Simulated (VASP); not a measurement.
GaSe2, 6 atoms in the cell. It takes space group Fd-3m (No. 227, cubic). Conventional cell: a = 8.309 Å, b = 8.309 Å, c = 8.309 Å, α = 90.00°, β = 90.00°, γ = 90.00°. Ga (site symmetry -43m) has 12 Se at 3.44 Å and 4 Ga at 3.60 Å within 4.5 Å. Se (site symmetry -3m) has 6 Se at 2.94 Å and 6 Ga at 3.44 Å within 3.9 Å. 

* Program: VASP 6.6.1
* Task: single point
* Functional: PBE
* Potentials or basis: VASP PAW PBE potentials, release 64 (Ga_d, Se)
* Cutoff: 520 eV
* k mesh: 8 × 8 × 8
* Occupations: gaussian, width 0.1 eV
* Spin: no spin polarisation
* Dipole correction: no
* k mesh for the DOS: 12 × 12 × 12
* Occupations for the DOS: tetrahedron
* Further INCAR settings: ALGO = Normal; EDIFF = 1e-06; NBANDS = 34

Potentials or basis: VASP PAW PBE potentials, release 64 (Ga_d, Se).

Launch:

```sh
$ cat potpaw_PBE.64/Ga_d/POTCAR potpaw_PBE.64/Se/POTCAR > POTCAR
$ cp INCAR.step1 INCAR
$ cp KPOINTS.step1 KPOINTS
$ mpirun -np 1 vasp_std > vasp.out
$ cp INCAR.step2 INCAR
$ cp KPOINTS.step2 KPOINTS
$ mpirun -np 1 vasp_std > vasp.out
```

Hardware: 1 thread of Intel(R) Xeon(R) 6975P-C (Granite Rapids) (shared host).

Task: How long does it take, and how much memory?

Result: It took 3.6 min on 1 thread of Intel(R) Xeon(R) 6975P-C (Granite Rapids), on a shared host, peak memory 0.48 GiB. Counts: k points 72.
